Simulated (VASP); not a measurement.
Wanted: the native input for a VASP 6.6.1 run.

```
Task                   : single point
Functional             : LDA
Potentials or basis    : VASP PAW LDA potentials, release 64 (Zn, Cu)
Cutoff                 : 520 eV
k mesh                 : 8 × 8 × 8
Occupations            : methfessel-paxton, width 0.15 eV
Spin                   : no spin polarisation
Dipole correction      : no
Further INCAR settings : ALGO = Normal; EDIFF = 1e-07; NBANDS = 18
```

The structure of ZnCu lies in POSCAR:

```
ZnCu
1.0
    2.9693399468      0.0000000000      0.0000000000
    0.0000000000      2.9693399468      0.0000000000
    0.0000000000      0.0000000000      2.9693399468
Zn Cu
1 1
Direct
    0.5000000000      0.5000000000      0.5000000000
    0.0000000000      0.0000000000      0.0000000000
```

These files were run (other wordings do the same):

INCAR

```
SYSTEM = ZnCu
PREC     = Accurate       ! precision mode
ENCUT    = 520            ! plane-wave cutoff, eV
EDIFF    = 1E-7           ! SCF threshold, eV
ISMEAR   = 1              ! smearing method
SIGMA    = 0.15           ! smearing width, eV
LREAL    = .FALSE.        ! projectors in reciprocal space
LASPH    = .TRUE.         ! aspherical terms in the spheres
NELM     = 100            ! most SCF steps
ALGO     = Normal         ! electronic algorithm
ISIF     = 2              ! what is computed and relaxed
LWAVE    = .FALSE.        ! write WAVECAR
LCHARG   = .TRUE.         ! write CHGCAR
GGA      = CA             ! functional
LELF     = .TRUE.         ! ELF
LVHAR    = .TRUE.       
NBANDS   = 18             ! bands
```

KPOINTS

```
Automatic mesh
0
G
  8 8 8
  0 0 0
```

Potentials or basis: VASP PAW LDA potentials, release 64 (Zn, Cu).

Command:

```sh
$ cat potpaw_LDA.64/Zn/POTCAR potpaw_LDA.64/Cu/POTCAR > POTCAR
$ mpirun -np 1 vasp_std > vasp.out
```

It gave:

| Property | Result |
| --- | --- |
| Pressure | -11.1 GPa |

It took 24 s on 1 thread of Intel Xeon 8259CL (shared host), peak memory 0.14 GiB.
